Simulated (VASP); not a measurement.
Runs of VASP 6.6.1 on W. The structure is that of space group I4/mmm (No. 139), or close to it. The cells are those of the table. 

| cell | gap on the mesh (eV) | pressure (GPa) |
| --- | --- | --- |
| a = 2.835 Å, angles 101.5, 101.5, 126.9°, 1 atom | none | 2.1 |
| a = 2.788 Å, angles 114.7, 114.7, 99.4°, 1 atom | none | -11.6 |
| a = 2.802 Å, angles 103.5, 103.5, 122.2°, 1 atom | none | (a) |
| a = 2.782 Å, angles 105.4, 105.4, 118.0°, 1 atom | none | -11.1 |

Alike in all rows: task single point; level LDA; potentials or basis VASP PAW LDA potentials, release 64 (W_sv); no spin polarisation; k mesh 24 × 24 × 24; cutoff (eV) 520; smearing gaussian 0.15 eV.

Problem. Fill in the values left out.

Solution. (a) -6.3.

Caveats: spin-orbit coupling is left out, which moves the levels of the heavy elements; the stress differs along the axes, from -13 to 32 GPa (at least some runs); the stress differs along the axes, from -31 to -2 GPa (at least some runs); the stress differs along the axes, from -15 to 12 GPa (at least some runs); the stress differs along the axes, from -24 to 14 GPa (at least some runs).

A k mesh can miss the band edges, and the runs leave out spin-orbit coupling on W.

A gap of «none» marks levels without a gap at the run's occupations.
